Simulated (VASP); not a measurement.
# Cu (P6_3/mmc) in VASP: notebook

Cu is run at these levels: LDA; tasks: single point.

Everything below comes from runs of VASP 6.6.1. Logs are shortened: lines on timing, memory, paths and dates and some standing lists are left out, and cuts for length are marked.

## Step 1: The cell of the first run

Symmetry: P6_3/mmc, No. 194, hexagonal system. The conventional cell has a = 2.184 Å, b = 2.184 Å, c = 3.586 Å, α = 90.00°, β = 90.00°, γ = 120.00°. Within 2.9 Å of Cu (site symmetry -6m2) lie 12 Cu at 2.18 to 2.19 Å.

## Step 2: Single point, LDA

File INCAR:

```
SYSTEM = Cu
PREC     = Accurate       ! precision mode
ENCUT    = 520            ! plane-wave cutoff, eV
EDIFF    = 1E-6           ! SCF threshold, eV
ISMEAR   = -1             ! smearing method
SIGMA    = 0.1            ! smearing width, eV
LREAL    = .False.        ! projectors in reciprocal space
LASPH    = .True.         ! aspherical terms in the spheres
NELM     = 80             ! most SCF steps
ALGO     = Normal         ! electronic algorithm
ISIF     = 2              ! what is computed and relaxed
LWAVE    = .False.        ! write WAVECAR
LCHARG   = .False.        ! write CHGCAR
GGA      = CA             ! functional
NBANDS   = 18             ! bands
```

File KPOINTS:

```
Automatic mesh
0
Gamma
  17 17 10
  0 0 0
```

File POSCAR:

```
Cu
1.0
    2.1842435298      0.0000000000      0.0000000000
   -1.0921217649      1.8916103848      0.0000000000
    0.0000000000      0.0000000000      3.5858999660
Cu
2
Direct
    0.3333333333      0.6666666667      0.2500000000
    0.6666666667      0.3333333333      0.7500000000
```

Potentials or basis: VASP PAW LDA potentials, release 64 (Cu).

Started as:

```console
$ cat potpaw_LDA.64/Cu/POTCAR > POTCAR
$ mpirun -np 1 vasp_std > vasp.out
```

OUTCAR:

```text
SYSTEM = Cu
   PREC = Accurate
   ENCUT = 520
   EDIFF = 1E-6
   ISMEAR = -1
   LREAL = .False.
   LASPH = .True.
   NELM = 80
   ISIF = 2
   GGA = CA

 ion  position               nearest neighbor table
   1  0.333  0.667  0.250-   2 2.19   2 2.19   2 2.19   2 2.19   2 2.19   2 2.19
   2  0.667  0.333  0.750-   1 2.19   1 2.19   1 2.19   1 2.19   1 2.19   1 2.19

  LATTYP: Found a hexagonal cell.
 ALAT       =     2.1842435298
 C/A-ratio  =     1.6417125275

  Lattice vectors:

 A1 = (   2.1842435298,   0.0000000000,   0.0000000000)
 A2 = (  -1.0921217649,   1.8916103848,   0.0000000000)
 A3 = (   0.0000000000,   0.0000000000,   3.5858999660)

Analysis of symmetry for initial positions (statically):
=====================================================================
 Subroutine PRICEL returns:
 Original cell was already a primitive cell.

 Routine SETGRP: Setting up the symmetry group for a
 hexagonal supercell.

 Subroutine GETGRP returns: Found 24 space group operations
 (whereof 12 operations were pure point group operations)
 out of a pool of 24 trial point group operations.

The static configuration has the point symmetry D_3d.
 The point group associated with its full space group is D_6h.

Analysis of symmetry for dynamics (positions and initial velocities):
=====================================================================
 Subroutine PRICEL returns:
 Original cell was already a primitive cell.

 Routine SETGRP: Setting up the symmetry group for a
 hexagonal supercell.

 Subroutine GETGRP returns: Found 24 space group operations
 (whereof 12 operations were pure point group operations)
 out of a pool of 24 trial point group operations.

The dynamic configuration has the point symmetry D_3d.
 The point group associated with its full space group is D_6h.

 Subroutine INISYM returns: Found 24 space group operations
 (whereof 12 operations are pure point group operations),
 and found     1 'primitive' translations

----------------------------------------------------------------------------------------

                                     Primitive cell

  volume of cell :      14.8160

  direct lattice vectors                    reciprocal lattice vectors
     2.184243530  0.000000000  0.000000000     0.457824408  0.264325045  0.000000000
    -1.092121765  1.891610385  0.000000000     0.000000000  0.528650090  0.000000000
     0.000000000  0.000000000  3.585899966     0.000000000  0.000000000  0.278870021

  length of vectors
     2.184243530  2.184243530  3.585899966     0.528650090  0.528650090  0.278870021

  position of ions in fractional coordinates (direct lattice)
     0.333333333  0.666666667  0.250000000
     0.666666667  0.333333333  0.750000000

  ion indices of the primitive-cell ions
   primitive index   ion index
                 1           1
                 2           2

----------------------------------------------------------------------------------------

 KPOINTS: Automatic mesh

Automatic generation of k-mesh.
 Grid dimensions read from file:
 generate k-points for:   17   17   10

 Generating k-lattice:

  Cartesian coordinates                     Fractional coordinates (reciprocal lattice)
     0.026930848  0.015548532  0.000000000     0.058823529  0.000000000  0.000000000
     0.000000000  0.031097064  0.000000000     0.000000000  0.058823529  0.000000000
     0.000000000  0.000000000  0.027887002     0.000000000  0.000000000  0.100000000

  Length of vectors
     0.031097064  0.031097064  0.027887002

  Shift w.r.t. Gamma in fractional coordinates (k-lattice)
     0.000000000  0.000000000  0.000000000

 Subroutine IBZKPT returns following result:
 ===========================================

 Found    198 irreducible k-points:

 Following reciprocal coordinates:
            Coordinates               Weight
  0.000000  0.000000  0.000000      1.000000
  0.058824  0.000000  0.000000      6.000000
  0.117647  0.000000  0.000000      6.000000
  0.176471  0.000000  0.000000      6.000000
  0.235294  0.000000  0.000000      6.000000
  0.294118  0.000000  0.000000      6.000000
[... 16 lines left out ...]
  0.411765  0.117647  0.000000     12.000000
  0.176471  0.176471  0.000000      6.000000
 [... further k-points ...]
   k-points           NKPTS =    198   k-points in BZ     NKDIM =    198   number of bands    NBANDS=     18
   number of dos      NEDOS =    301   number of ions     NIONS =      2
   total plane-waves  NPLWV =   7168
   dimension x,y,z NGX =    16 NGY =   16 NGZ =   28
   dimension x,y,z NGXF=    32 NGYF=   32 NGZF=   56
   ions per type =               2
   NGX,Y,Z   is equivalent  to a cutoff of  12.18, 12.18, 12.98 a.u.
   NGXF,Y,Z  is equivalent  to a cutoff of  24.36, 24.36, 25.96 a.u.
 SYSTEM =  Cu
   PREC   = accura    normal or accurate (medium, high low for compatibility)
   ISTART =      0    job   : 0-new  1-cont  2-samecut
   ICHARG =      2    charge: 1-file 2-atom 10-const
   ISPIN  =      1    spin polarized calculation?
   LNONCOLLINEAR =      F non collinear calculations
   LSORBIT =      F    spin-orbit coupling
   LASPH  =      T    aspherical Exc in radial PAW
   ENCUT  =  520.0 eV  38.22 Ry    6.18 a.u.   4.06  4.06  6.67*2*pi/ulx,y,z
   NELM   =     80;   NELMIN=  2; NELMDL= -5     # of ELM steps
   EDIFF  = 0.1E-05   stopping-criterion for ELM
   LREAL  =      F    real-space projection
   EDIFFG = 0.1E-04   stopping-criterion for IOM
   NSW    =      0    number of steps for IOM
   IBRION =     -1    ionic relax: 0-MD 1-quasi-New 2-CG
   NFREE  =      0    steps in history (QN), initial steepest desc. (CG)
   ISIF   =      2    stress and relaxation
   ISYM   =      2    0-nonsym 1-usesym 2-fastsym
   POTIM  = 0.5000    time-step for ionic-motion
   TEBEG  =    0.0;   TEEND  =   0.0 temperature during run
   PSTRESS=    0.0 pullay stress
   NELECT =      22.0000    total number of electrons
   NUPDOWN=      -1.0000    fix difference up-down
   EMIN   =  10.00;   EMAX   =-10.00  energy-range for DOS
   EFERMI =   0.00;   METHOD = LEGACY
   ISMEAR =    -1;   SIGMA  =   0.10  broadening in eV -4-tet -1-fermi 0-gaus
   EFERMI_NEDOS =   21; number of points for ismear=-14 and -15
   IALGO  =     38    algorithm
   IMIX   =      4    mixing-type and parameters
     AMIX     =   0.40;   BMIX     =  1.00
     AMIX_MAG =   1.60;   BMIX_MAG =  1.00
  volume/ion in A,a.u.               =       7.41        49.99
  Fermi-wavevector in a.u.,A,eV,Ry     =   1.867693  3.529427 47.460876  3.488276
  Thomas-Fermi vector in A             =   2.914114
   LORBIT       =      0    0 simple, 1 ext, 2 COOP (PROOUT), +10 PAW based schemes
   GGA     = CA    functional components
   LHFCALC =     F    Hartree Fock is set to
   AEXX    =    0.0000 exact exchange contribution
   IVDW    =     0    specifies the selected vdW correction
   LEPSILON=     F    determine dielectric tensor
   LRPA    =     F    only Hartree local field effects (RPA)
 non-spin polarized calculation
  energy-cutoff  :      520.00
  volume of cell :       14.82
 maximum number of plane-waves:       413
   NGX =  9   NGY =  9   NGZ = 13

 number of electron      21.9999998 magnetization

 Free energy of the ion-electron system (eV)
  ---------------------------------------------------
  ext. energy  EPLUGINS =         0.00000000
  ---------------------------------------------------
  free energy    TOTEN  =        -6.55734878 eV

  energy without entropy =       -6.54631520  energy(sigma->0) =       -6.55183199

 E-fermi :  15.1315     XC(G=0): -16.0705

 val. band max:       15.0984471898   @ k =   0.1176   0.0000   0.0000
 cond. band min:      15.1417026843   @ k =   0.4706   0.0588   0.1000
 fundamental gap:      0.0432554945
 Fermi energy:        15.1315021716

 k-point     1 :       0.0000    0.0000    0.0000
  band No.  band energies     occupation
      1       1.4094      2.00000
      2       6.2769      2.00000
      3       9.8158      2.00000
      4       9.9584      2.00000
      5       9.9584      2.00000
      6      10.3974      2.00000
[... 10 lines left out ...]
     17      44.8583      0.00000
     18      44.8659      0.00000

 k-point     2 :       0.0588    0.0000    0.0000
  band No.  band energies     occupation
      1       1.5690      2.00000
      2       6.3810      2.00000
      3       9.6747      2.00000
      4      10.0409      2.00000
      5      10.0731      2.00000
      6      10.3526      2.00000
[... 10 lines left out ...]
     17      43.5856      0.00000
     18      45.0416      0.00000

 k-point     3 :       0.1176    0.0000    0.0000
  band No.  band energies     occupation
      1       2.0385      2.00000
      2       6.6688      2.00000
      3       9.4237      2.00000
      4      10.1609      2.00000
      5      10.1714      2.00000
      6      10.2814      2.00000
[... 10 lines left out ...]
     17      43.5476      0.00000
     18      45.1241      0.00000

 k-point     4 :       0.1765    0.0000    0.0000
  band No.  band energies     occupation
      1       2.7883      2.00000
      2       7.0541      2.00000
      3       9.1441      2.00000
      4       9.3284      2.00000
      5      10.0065      2.00000
      6      10.6271      2.00000
[... 375 lines left out ...]
      4       9.0632      2.00000
      5       9.6773      2.00000
      6      10.0861      2.00000
[... 10 lines left out ...]
     17      33.9137      0.00000
     18      38.2891      0.00000

 k-point    23 :       0.4118    0.1176    0.0000
  band No.  band energies     occupation
      1       7.0248      2.00000
      2       7.1583      2.00000
      3       7.2583      2.00000
      4       9.3498      2.00000
      5       9.6952      2.00000
      6       9.9285      2.00000
[... 10 lines left out ...]
     17      32.3599      0.00000
     18      37.9874      0.00000

 k-point    24 :       0.1765    0.1765    0.0000
  band No.  band energies     occupation
      1       5.1463      2.00000
      2       7.8623      2.00000
      3       8.0641      2.00000
      4       8.3494      2.00000
      5       9.7820      2.00000
      6       9.9725      2.00000
[... 10 lines left out ...]
     17      38.6638      0.00000
     18      40.5082      0.00000

 [... further k-points ...]
[... 5 lines left out ...]
  --------------------------------------------------------------------------------------
  -------------------------------------------------------------------------------------
  Total       17.5274791     17.5274791     17.5216529      0.0000000      0.0000000      0.0000000
  in kB     1895.3923474   1895.3923473   1894.7623164      0.0000000      0.0000000      0.0000000
  external PRESSURE =    1895.1823371 kB  Pullay stress =       0.0000000 kB

 VOLUME and BASIS-vectors are now :
 -----------------------------------------------------------------------------
  energy-cutoff  :      520.00
  volume of cell :       14.82
      direct lattice vectors                 reciprocal lattice vectors
     2.184243530  0.000000000  0.000000000     0.457824408  0.264325045  0.000000000
    -1.092121765  1.891610385  0.000000000     0.000000000  0.528650090  0.000000000
     0.000000000  0.000000000  3.585899966     0.000000000  0.000000000  0.278870021

 POSITION                                       TOTAL-FORCE (eV/Angst)
 -----------------------------------------------------------------------------------
     -0.00000      1.26107      0.89647         0.000000     -0.000000      0.000000
      1.09212      0.63054      2.68942        -0.000000      0.000000      0.000000
 -----------------------------------------------------------------------------------
    total drift:                                0.000000     -0.000000     -0.000000

  FREE ENERGIE OF THE ION-ELECTRON SYSTEM (eV)
  ---------------------------------------------------
  free  energy   TOTEN  =        -6.5573487807 eV

  energy  without entropy=       -6.5463152047  energy(sigma->0) =       -6.55183199
```

Wall time 19 s (1 thread of Intel Xeon Platinum 8559C (Emerald Rapids), shared host); peak memory 0.15 GiB.

What came out:

```
Free energy            : -6.5573 eV
Pressure               : 189.5 GPa
Band gap on the k mesh : zero (band 11 reaches 20.14 eV, above the bottom of band 12 at 12.08 eV)
```

Levels at points of the mesh, in eV from the Fermi level:
| k point | band 8 | band 9 | band 10 | band 11 | band 12 | band 13 | band 14 | band 15 |
| --- | --- | --- | --- | --- | --- | --- | --- | --- |
| (0.00, 0.00, 0.00) | -4.11 | -4.11 | -2.80 | -2.61 | -2.61 | 6.54 | 24.75 | 28.39 |
| (0.00, 0.00, 0.50) | -5.24 | -3.05 | -3.05 | -3.05 | -3.05 | 16.62 | 16.62 | 25.69 |

## Step 3: Single point, LDA

File INCAR:

```
PREC = Accurate ; ENCUT = 520
EDIFF = 1E-7 ; ISMEAR = -1
SIGMA = 0.1 ; LREAL = F
LASPH = T ; NELM = 80
ALGO = Normal ; ISIF = 2
LWAVE = F ; LCHARG = F
NBANDS = 18
```

File KPOINTS:

```
regular mesh
0
Gamma
  17 17 10
```

POSCAR is that of step 2.

Potentials or basis: VASP PAW LDA potentials, release 64 (Cu).

Started as:

```console
$ cat potpaw_LDA.64/Cu/POTCAR > POTCAR
$ mpirun -np 1 vasp_std > vasp.out
```

OUTCAR:

```text
PREC = Accurate
   ENCUT = 520
   EDIFF = 1E-7
   ISMEAR = -1
   LREAL = F
   LASPH = T
   NELM = 80
   ISIF = 2

 ion  position               nearest neighbor table
   1  0.333  0.667  0.250-   2 2.19   2 2.19   2 2.19   2 2.19   2 2.19   2 2.19
   2  0.667  0.333  0.750-   1 2.19   1 2.19   1 2.19   1 2.19   1 2.19   1 2.19

  LATTYP: Found a hexagonal cell.
 ALAT       =     2.1842435298
 C/A-ratio  =     1.6417125275

  Lattice vectors:

 A1 = (   2.1842435298,   0.0000000000,   0.0000000000)
 A2 = (  -1.0921217649,   1.8916103848,   0.0000000000)
 A3 = (   0.0000000000,   0.0000000000,   3.5858999660)

Analysis of symmetry for initial positions (statically):
=====================================================================
 Subroutine PRICEL returns:
 Original cell was already a primitive cell.

 Routine SETGRP: Setting up the symmetry group for a
 hexagonal supercell.

 Subroutine GETGRP returns: Found 24 space group operations
 (whereof 12 operations were pure point group operations)
 out of a pool of 24 trial point group operations.

The static configuration has the point symmetry D_3d.
 The point group associated with its full space group is D_6h.

[... 154 lines left out ...]
  ext. energy  EPLUGINS =         0.00000000
  ---------------------------------------------------
  free energy    TOTEN  =        -6.55734886 eV

  energy without entropy =       -6.54631525  energy(sigma->0) =       -6.55183206

 E-fermi :  15.1316     XC(G=0): -16.0705

 val. band max:       15.0985044483   @ k =   0.1176   0.0000   0.0000
 cond. band min:      15.1417710073   @ k =   0.4706   0.0588   0.1000
 fundamental gap:      0.0432665590
 Fermi energy:        15.1315702996

 k-point     1 :       0.0000    0.0000    0.0000
  band No.  band energies     occupation
      1       1.4094      2.00000
      2       6.2769      2.00000
      3       9.8159      2.00000
      4       9.9585      2.00000
      5       9.9585      2.00000
      6      10.3975      2.00000
[... 481 lines left out ...]
      5       9.7821      2.00000
      6       9.9726      2.00000
[... 10 lines left out ...]
     17      38.6638      0.00000
     18      40.5082      0.00000

 [... further k-points ...]
[... 5 lines left out ...]
  --------------------------------------------------------------------------------------
  -------------------------------------------------------------------------------------
  Total       17.5279279     17.5279279     17.5220302      0.0000000      0.0000000      0.0000000
  in kB     1895.4408748   1895.4408746   1894.8031162      0.0000000      0.0000000      0.0000000
  external PRESSURE =    1895.2282885 kB  Pullay stress =       0.0000000 kB

 VOLUME and BASIS-vectors are now :
 -----------------------------------------------------------------------------
  energy-cutoff  :      520.00
  volume of cell :       14.82
      direct lattice vectors                 reciprocal lattice vectors
     2.184243530  0.000000000  0.000000000     0.457824408  0.264325045  0.000000000
    -1.092121765  1.891610385  0.000000000     0.000000000  0.528650090  0.000000000
     0.000000000  0.000000000  3.585899966     0.000000000  0.000000000  0.278870021

 POSITION                                       TOTAL-FORCE (eV/Angst)
 -----------------------------------------------------------------------------------
     -0.00000      1.26107      0.89647         0.000000      0.000000      0.000000
      1.09212      0.63054      2.68942        -0.000000     -0.000000      0.000000
 -----------------------------------------------------------------------------------
    total drift:                                0.000000     -0.000000     -0.000000

  FREE ENERGIE OF THE ION-ELECTRON SYSTEM (eV)
  ---------------------------------------------------
  free  energy   TOTEN  =        -6.5573488633 eV

  energy  without entropy=       -6.5463152526  energy(sigma->0) =       -6.55183206
```

stdout:

```text
POSCAR found type information on POSCAR Cu
 POSCAR found :  1 types and       2 ions
 scaLAPACK will be used
 LDA part: xc-table for (Slater(with rela. corr.)+CA(PZ))
 , standard interpolation
 POSCAR, INCAR and KPOINTS ok, starting setup
 FFT: planning ... GRIDC
 FFT: planning ... GRID_SOFT
 FFT: planning ... GRID
 WAVECAR not read
 entering main loop
```

It took 23 s on 1 thread of Intel Xeon Platinum 8559C (Emerald Rapids), shared host; peak memory 0.14 GiB.

Results:

```
Free energy            : -6.5573 eV
Pressure               : 189.5 GPa
Band gap on the k mesh : zero (band 11 reaches 20.14 eV, above the bottom of band 12 at 12.08 eV)
```

Levels at points of the mesh, in eV from the Fermi level:
| k point | band 7 | band 8 | band 9 | band 10 | band 11 | band 12 | band 13 | band 14 | band 15 | band 16 |
| --- | --- | --- | --- | --- | --- | --- | --- | --- | --- | --- |
| (0.00, 0.00, 0.00) | -4.73 | -4.11 | -4.11 | -2.80 | -2.61 | -2.61 | 6.54 | 24.75 | 28.39 | 28.73 |
| (0.00, 0.00, 0.50) | -5.24 | -5.24 | -3.05 | -3.05 | -3.05 | -3.05 | 16.62 | 16.62 | 25.69 | 25.69 |
